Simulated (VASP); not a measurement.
# SiCl (Pm-3m) in VASP: a series of runs

SiCl is run at these levels: PBE; tasks: single point, relaxation of cell and atoms.

Everything below comes from runs of VASP 6.6.1. Logs are shortened: lines on timing, memory, paths and dates and some standing lists are left out, and cuts for length are marked.

### 1 The cell of the first run

The structure is cubic, space group Pm-3m (No. 221). Conventional cell: a = 3.402 Å, b = 3.402 Å, c = 3.402 Å, α = 90.00°, β = 90.00°, γ = 90.00°. Si (site symmetry m-3m) has 8 Cl at 2.95 Å and 6 Si at 3.40 Å within 3.9 Å. Cl (site symmetry m-3m) has 8 Si at 2.95 Å and 6 Cl at 3.40 Å within 3.9 Å.

The cell was built from a structure type or drawn by symmetry, and may not be a known phase.

### 2 Single point, PBE

Input file INCAR:

```
  PREC = Accurate
  ENCUT = 520
  EDIFF = 1E-6
  ISMEAR = 0
  SIGMA = 0.1
  LREAL = False
  LASPH = True
  NELM = 80
  ALGO = Normal
  ISIF = 2
  LWAVE = False
  LCHARG = False
  GGA = PE
  NBANDS = 12
```

Input file KPOINTS:

```
regular mesh
0
Gamma
  6 6 6
```

Input file POSCAR:

```
SiCl
1.0
    3.4021957400      0.0000000000      0.0000000000
    0.0000000000      3.4021957400      0.0000000000
    0.0000000000      0.0000000000      3.4021957400
Si Cl
1 1
Direct
    0.0000000000      0.0000000000      0.0000000000
    0.5000000000      0.5000000000      0.5000000000
```

Potentials or basis: VASP PAW PBE potentials, release 64 (Si, Cl).

Run with:

```
> cat potpaw_PBE.64/Si/POTCAR potpaw_PBE.64/Cl/POTCAR > POTCAR
> mpirun -np 1 vasp_std > vasp.out
```

OUTCAR:

```text
PREC = Accurate
   ENCUT = 520
   EDIFF = 1E-6
   ISMEAR = 0
   LREAL = False
   LASPH = True
   NELM = 80
   ISIF = 2
   GGA = PE

 ion  position               nearest neighbor table
   1  0.000  0.000  0.000-
   2  0.500  0.500  0.500-

  LATTYP: Found a simple cubic cell.
 ALAT       =     3.4021957400

  Lattice vectors:

 A1 = (   3.4021957400,   0.0000000000,   0.0000000000)
 A2 = (   0.0000000000,   3.4021957400,   0.0000000000)
 A3 = (   0.0000000000,   0.0000000000,   3.4021957400)

Analysis of symmetry for initial positions (statically):
=====================================================================
 Subroutine PRICEL returns:
 Original cell was already a primitive cell.

 Routine SETGRP: Setting up the symmetry group for a
 simple cubic supercell.

 Subroutine GETGRP returns: Found 48 space group operations
 (whereof 48 operations were pure point group operations)
 out of a pool of 48 trial point group operations.

The static configuration has the point symmetry O_h .

Analysis of symmetry for dynamics (positions and initial velocities):
=====================================================================
 Subroutine PRICEL returns:
 Original cell was already a primitive cell.

 Routine SETGRP: Setting up the symmetry group for a
 simple cubic supercell.

 Subroutine GETGRP returns: Found 48 space group operations
 (whereof 48 operations were pure point group operations)
 out of a pool of 48 trial point group operations.

The dynamic configuration has the point symmetry O_h .

 Subroutine INISYM returns: Found 48 space group operations
 (whereof 48 operations are pure point group operations),
 and found     1 'primitive' translations

----------------------------------------------------------------------------------------

                                     Primitive cell

  volume of cell :      39.3802

  direct lattice vectors                    reciprocal lattice vectors
     3.402195740  0.000000000  0.000000000     0.293927827  0.000000000  0.000000000
     0.000000000  3.402195740  0.000000000     0.000000000  0.293927827  0.000000000
     0.000000000  0.000000000  3.402195740     0.000000000  0.000000000  0.293927827

  length of vectors
     3.402195740  3.402195740  3.402195740     0.293927827  0.293927827  0.293927827

[... 81 lines left out ...]
   ISIF   =      2    stress and relaxation
   ISYM   =      2    0-nonsym 1-usesym 2-fastsym
   POTIM  = 0.5000    time-step for ionic-motion
   TEBEG  =    0.0;   TEEND  =   0.0 temperature during run
   PSTRESS=    0.0 pullay stress
   NELECT =      11.0000    total number of electrons
   NUPDOWN=      -1.0000    fix difference up-down
   EMIN   =  10.00;   EMAX   =-10.00  energy-range for DOS
   EFERMI =   0.00;   METHOD = LEGACY
   ISMEAR =     0;   SIGMA  =   0.10  broadening in eV -4-tet -1-fermi 0-gaus
   EFERMI_NEDOS =   21; number of points for ismear=-14 and -15
   IALGO  =     38    algorithm
   IMIX   =      4    mixing-type and parameters
     AMIX     =   0.40;   BMIX     =  1.00
     AMIX_MAG =   1.60;   BMIX_MAG =  1.00
  volume/ion in A,a.u.               =      19.69       132.88
  Fermi-wavevector in a.u.,A,eV,Ry     =   1.070154  2.022299 15.581805  1.145230
  Thomas-Fermi vector in A             =   2.205856
   LORBIT       =      0    0 simple, 1 ext, 2 COOP (PROOUT), +10 PAW based schemes
   GGA     = PE    functional components
   LHFCALC =     F    Hartree Fock is set to
   AEXX    =    0.0000 exact exchange contribution
   IVDW    =     0    specifies the selected vdW correction
   LEPSILON=     F    determine dielectric tensor
   LRPA    =     F    only Hartree local field effects (RPA)
 non-spin polarized calculation
 Gauss-broadening in eV      SIGMA  =   0.10
  energy-cutoff  :      520.00
  volume of cell :       39.38
 maximum number of plane-waves:      1080
 NGX is ok and might be reduce to    28
   NGX = 13   NGY = 13   NGZ = 13

 number of electron      11.0000000 magnetization

 Free energy of the ion-electron system (eV)
  ---------------------------------------------------
  ext. energy  EPLUGINS =         0.00000000
  ---------------------------------------------------
  free energy    TOTEN  =        -6.13464297 eV

  energy without entropy =       -6.12717894  energy(sigma->0) =       -6.13091095

 E-fermi :   6.4869     XC(G=0):  -9.9516

 val. band max:        6.2793699300   @ k =   0.3333   0.1667   0.0000
 cond. band min:       6.4875340622   @ k =   0.3333   0.0000   0.0000
 fundamental gap:      0.2081641322
 Fermi energy:         6.4869131439

 k-point     1 :       0.0000    0.0000    0.0000
  band No.  band energies     occupation
      1     -11.0463      2.00000
      2      -0.9664      2.00000
      3       1.9376      2.00000
      4       1.9376      2.00000
      5       1.9376      2.00000
      6       9.9029      0.00000
      7       9.9029      0.00000
      8      10.2545      0.00000
      9      10.2545      0.00000
     10      10.2545      0.00000
     11      17.4211      0.00000
     12      17.4211      0.00000
[... 271 lines left out ...]
 k-point    20 :       0.5000    0.5000    0.5000
  band No.  band energies     occupation
      1      -9.6145      2.00000
      2       0.6970      2.00000
      3       0.6970      2.00000
      4       0.6970      2.00000
      5       1.2908      2.00000
      6       4.4211      2.00000
      7       4.4211      2.00000
      8       4.4211      2.00000
      9      17.2202      0.00000
     10      17.2202      0.00000
     11      17.2202      0.00000
     12      22.3143      0.00000

------------------------ aborting loop because EDIFF is reached ----------------------------------------

  FORCE on cell =-STRESS in cart. coord.  units (eV):
  Direction    XX          YY          ZZ          XY          YZ          ZX
  --------------------------------------------------------------------------------------
  -------------------------------------------------------------------------------------
  Total        0.0051291      0.0051291      0.0051291     -0.0000000      0.0000000      0.0000000
  in kB        0.2086785      0.2086785      0.2086785     -0.0000000      0.0000000      0.0000000
  external PRESSURE =       0.2086785 kB  Pullay stress =       0.0000000 kB

 VOLUME and BASIS-vectors are now :
 -----------------------------------------------------------------------------
  energy-cutoff  :      520.00
  volume of cell :       39.38
      direct lattice vectors                 reciprocal lattice vectors
     3.402195740  0.000000000  0.000000000     0.293927827  0.000000000  0.000000000
     0.000000000  3.402195740  0.000000000     0.000000000  0.293927827  0.000000000
     0.000000000  0.000000000  3.402195740     0.000000000  0.000000000  0.293927827

 POSITION                                       TOTAL-FORCE (eV/Angst)
 -----------------------------------------------------------------------------------
      0.00000      0.00000      0.00000         0.000000      0.000000      0.000000
      1.70110      1.70110      1.70110         0.000000      0.000000      0.000000
 -----------------------------------------------------------------------------------
    total drift:                                0.000000      0.000000      0.000000

  FREE ENERGIE OF THE ION-ELECTRON SYSTEM (eV)
  ---------------------------------------------------
  free  energy   TOTEN  =        -6.1346429706 eV

  energy  without entropy=       -6.1271789384  energy(sigma->0) =       -6.13091095
```

stdout:

```text
POSCAR found type information on POSCAR SiCl
 POSCAR found :  2 types and       2 ions
 scaLAPACK will be used
 LDA part: xc-table for (Slater+PW92), standard interpolation
 POSCAR, INCAR and KPOINTS ok, starting setup
 FFT: planning ... GRIDC
 FFT: planning ... GRID_SOFT
 FFT: planning ... GRID
 WAVECAR not read
 entering main loop
```

Run time: 14 s. Hardware: 1 thread of Intel Xeon 8259CL, shared host; peak memory 0.15 GiB.

Results:

```
Free energy            : -6.1346 eV
Pressure               : 0.0 GPa
Band gap on the k mesh : zero (an odd number of electrons rules out a gap without spin polarisation)
```

Caveat: an odd number of electrons without spin polarisation forces a metal; a magnetic or distorted state may lie lower.

### 3 Single point, PBE

This run uses another cell than the first one, of 19.46 Å³/atom.

Input file INCAR:

```
ALGO = Normal ; EDIFF = 1E-6
ENCUT = 520 ; GGA = PE
ISIF = 2 ; ISMEAR = 0
LASPH = True ; LCHARG = False
LREAL = False ; LWAVE = False
NBANDS = 12 ; NELM = 60
PREC = Accurate ; SIGMA = 0.1
```

Input file KPOINTS:

```
k-points
0
Gamma
  16 16 16
```

Input file POSCAR:

```
SiCl
1.0
    3.3888684679      0.0000000000      0.0000000000
    0.0000000000      3.3888684679      0.0000000000
    0.0000000000      0.0000000000      3.3888684679
Si Cl
1 1
Direct
    0.0000000000      0.0000000000      0.0000000000
    0.5000000000      0.5000000000      0.5000000000
```

Potentials or basis: VASP PAW PBE potentials, release 64 (Si, Cl).

Run with:

```
> cat potpaw_PBE.64/Si/POTCAR potpaw_PBE.64/Cl/POTCAR > POTCAR
> mpirun -np 1 vasp_std > vasp.out
```

OUTCAR:

```text
EDIFF = 1E-6
   ENCUT = 520
   GGA = PE
   ISIF = 2
   ISMEAR = 0
   LASPH = True
   LREAL = False
   NELM = 60
   PREC = Accurate

 ion  position               nearest neighbor table
   1  0.000  0.000  0.000-
   2  0.500  0.500  0.500-

  LATTYP: Found a simple cubic cell.
 ALAT       =     3.3888684679

  Lattice vectors:

 A1 = (   3.3888684679,   0.0000000000,   0.0000000000)
 A2 = (   0.0000000000,   3.3888684679,   0.0000000000)
 A3 = (   0.0000000000,   0.0000000000,   3.3888684679)

Analysis of symmetry for initial positions (statically):
=====================================================================
 Subroutine PRICEL returns:
 Original cell was already a primitive cell.

 Routine SETGRP: Setting up the symmetry group for a
 simple cubic supercell.

 Subroutine GETGRP returns: Found 48 space group operations
 (whereof 48 operations were pure point group operations)
 out of a pool of 48 trial point group operations.

The static configuration has the point symmetry O_h .

[... 170 lines left out ...]
      1     -10.9920      2.00000
      2      -0.8205      2.00000
      3       2.0298      2.00000
      4       2.0298      2.00000
      5       2.0298      2.00000
      6       9.9951      0.00000
      7       9.9951      0.00000
      8      10.4555      0.00000
      9      10.4555      0.00000
     10      10.4555      0.00000
     11      17.5734      0.00000
     12      17.5734      0.00000
[... 331 lines left out ...]
 k-point    24 :       0.5000    0.1250    0.0000
  band No.  band energies     occupation
      1     -10.2787      2.00000
      2      -3.0686      2.00000
      3       1.8989      2.00000
      4       2.7611      2.00000
      5       3.9552      2.00000
      6       5.7305      2.00000
      7       8.3935      0.00000
      8       8.8014      0.00000
      9      13.6767      0.00000
     10      13.8024      0.00000
     11      17.0570      0.00000
     12      17.7137      0.00000

 [... further k-points ...]

------------------------ aborting loop because EDIFF is reached ----------------------------------------

  FORCE on cell =-STRESS in cart. coord.  units (eV):
  Direction    XX          YY          ZZ          XY          YZ          ZX
  --------------------------------------------------------------------------------------
  -------------------------------------------------------------------------------------
  Total       -0.0054671     -0.0054671     -0.0054671      0.0000000      0.0000000      0.0000000
  in kB       -0.2250624     -0.2250624     -0.2250624      0.0000000      0.0000000      0.0000000
  external PRESSURE =      -0.2250624 kB  Pullay stress =       0.0000000 kB

 VOLUME and BASIS-vectors are now :
 -----------------------------------------------------------------------------
  energy-cutoff  :      520.00
  volume of cell :       38.92
      direct lattice vectors                 reciprocal lattice vectors
     3.388868468  0.000000000  0.000000000     0.295083745  0.000000000  0.000000000
     0.000000000  3.388868468  0.000000000     0.000000000  0.295083745  0.000000000
     0.000000000  0.000000000  3.388868468     0.000000000  0.000000000  0.295083745

 POSITION                                       TOTAL-FORCE (eV/Angst)
 -----------------------------------------------------------------------------------
      0.00000      0.00000      0.00000         0.000000      0.000000      0.000000
      1.69443      1.69443      1.69443         0.000000      0.000000      0.000000
 -----------------------------------------------------------------------------------
    total drift:                                0.000000      0.000000      0.000000

  FREE ENERGIE OF THE ION-ELECTRON SYSTEM (eV)
  ---------------------------------------------------
  free  energy   TOTEN  =        -6.1370023187 eV

  energy  without entropy=       -6.1297583027  energy(sigma->0) =       -6.13338031
```

OSZICAR:

```text
N       E                     dE             d eps       ncg     rms          rms(c)
DAV:   1     0.364521678494E+02    0.36452E+02   -0.45743E+03  3968   0.714E+02
DAV:   2    -0.385500974949E+01   -0.40307E+02   -0.38348E+02  5348   0.130E+02
DAV:   3    -0.621087546039E+01   -0.23559E+01   -0.23428E+01  5004   0.318E+01
DAV:   4    -0.622903881254E+01   -0.18163E-01   -0.18160E-01  4532   0.346E+00
DAV:   5    -0.622923675516E+01   -0.19794E-03   -0.19794E-03  4968   0.360E-01    0.780E+00
DAV:   6    -0.613985324162E+01    0.89384E-01   -0.33587E-01  4516   0.246E+00    0.425E+00
DAV:   7    -0.613716998487E+01    0.26833E-02   -0.32784E-02  4860   0.903E-01    0.142E+00
DAV:   8    -0.613698700451E+01    0.18298E-03   -0.38726E-03  4476   0.369E-01    0.817E-02
DAV:   9    -0.613699575354E+01   -0.87490E-05   -0.18492E-04  4792   0.792E-02    0.416E-02
DAV:  10    -0.613700307161E+01   -0.73181E-05   -0.27859E-05  4672   0.344E-02    0.199E-02
DAV:  11    -0.613700231867E+01    0.75294E-06   -0.10792E-06  3368   0.761E-03
   1 F= -.61370023E+01 E0= -.61333803E+01  d E =-.724402E-02
```

stdout:

```text
POSCAR found type information on POSCAR SiCl
 POSCAR found :  2 types and       2 ions
 scaLAPACK will be used
 LDA part: xc-table for (Slater+PW92), standard interpolation
 POSCAR, INCAR and KPOINTS ok, starting setup
 FFT: planning ... GRIDC
 FFT: planning ... GRID_SOFT
 FFT: planning ... GRID
 WAVECAR not read
 entering main loop
```

It took 68 s on 1 thread of Intel Xeon 8259CL, shared host; peak memory 0.2 GiB.

Results:

- Free energy: -6.1370 eV
- Pressure: 0.0 GPa
- Band gap on the k mesh: zero (an odd number of electrons rules out a gap without spin polarisation)

Caveat: an odd number of electrons without spin polarisation forces a metal; a magnetic or distorted state may lie lower.

### 4 Relaxation of cell and atoms, PBE

Input file INCAR:

```
ALGO = Normal ; EDIFF = 1E-7
EDIFFG = -0.01 ; ENCUT = 600
GGA = PE ; IBRION = 2
ISIF = 3 ; ISMEAR = 0
LASPH = True ; LCHARG = False
LREAL = False ; LWAVE = False
NELM = 100 ; NSW = 100
PREC = Accurate ; SIGMA = 0.1
```

KPOINTS is that of step 3.

Input file POSCAR:

```
SiCl
1.0
    3.4021957400      0.0000000000      0.0000000000
    0.0000000000      3.4021957400      0.0000000000
    0.0000000000      0.0000000000      3.4021957400
Si Cl
1 1
Direct
    0.0000000000      0.0000000000      0.0000000000
    0.5000000000      0.5000000000      0.5000000000
```

Run with:

```
> cat potpaw_PBE.64/Si/POTCAR potpaw_PBE.64/Cl/POTCAR > POTCAR
> mpirun -np 1 vasp_std > vasp.out
```

Run time: 2.2 min. Hardware: 1 thread of Intel Xeon 8259CL, shared host; peak memory 0.21 GiB.

The run converged. Its results:

```yaml
Free_energy: -6.1372 eV
Relaxed_volume: 19.47 Å³/atom
Relaxed_cell: a = 3.389 Å, b = 3.389 Å, c = 3.389 Å, α = 90.00°, β = 90.00°, γ = 90.00°
Space_group_after_relaxing_to_0.1_Å: Pm-3m (No. 221)
Energy_gained_by_relaxing: 0.4 meV/atom
Ionic_steps: 3
Pressure_after_relaxing: 0.0 GPa
Band_gap_on_the_k_mesh: zero (an odd number of electrons rules out a gap without spin polarisation)
```

Step by step:
```csv
step,energy change (eV),largest force (eV/Å),pressure (GPa),volume (Å³)
1,0.0000,0.0000,-0.52,39.38
2,-0.0007,0.0000,-0.10,39.02
3,-0.0007,0.0000,0.00,38.94
```

Final structure:
```
CELL_PARAMETERS angstrom
3.38940 0.00000 0.00000
0.00000 3.38940 0.00000
0.00000 0.00000 3.38940
ATOMIC_POSITIONS crystal
Si 0.00000 0.00000 0.00000
Cl 0.50000 0.50000 0.50000
```

Levels at points of the mesh, in eV from the Fermi level:
| k point | band 2 | band 3 | band 4 | band 5 | band 6 | band 7 | band 8 | band 9 |
| --- | --- | --- | --- | --- | --- | --- | --- | --- |
| (0.00, 0.00, 0.00) | -7.38 | -4.52 | -4.52 | -4.52 | 3.44 | 3.44 | 3.90 | 3.90 |
| (0.50, 0.00, 0.00) | -9.80 | -3.85 | -3.85 | -2.06 | -1.58 | 2.10 | 2.10 | 6.29 |
| (0.50, 0.50, 0.00) | -7.12 | -7.12 | -6.87 | -3.45 | 1.90 | 1.90 | 3.52 | 5.38 |
| (0.50, 0.50, 0.50) | -5.79 | -5.79 | -5.79 | -5.10 | -2.04 | -2.04 | -2.04 | 10.88 |

Caveat: an odd number of electrons without spin polarisation forces a metal; a magnetic or distorted state may lie lower.

### 5 Summary

```csv
task,cell,k mesh,cutoff (eV),gap on the mesh (eV),pressure (GPa)
single point,"a = 3.402 Å, 2 atoms",6 × 6 × 6,520,none,0.0
single point,"a = 3.389 Å, 2 atoms",16 × 16 × 16,520,none,0.0
relaxation of cell and atoms,"relaxed from a = 3.402 Å, 2 atoms",16 × 16 × 16,600,none,0.0
```

Alike in all rows: level PBE; potentials or basis VASP PAW PBE potentials, release 64 (Si, Cl); no spin polarisation; smearing gaussian 0.1 eV.

Caveats: an odd number of electrons without spin polarisation forces a metal; a magnetic or distorted state may lie lower.

Absolute energies hang on the potentials; compare differences alone.
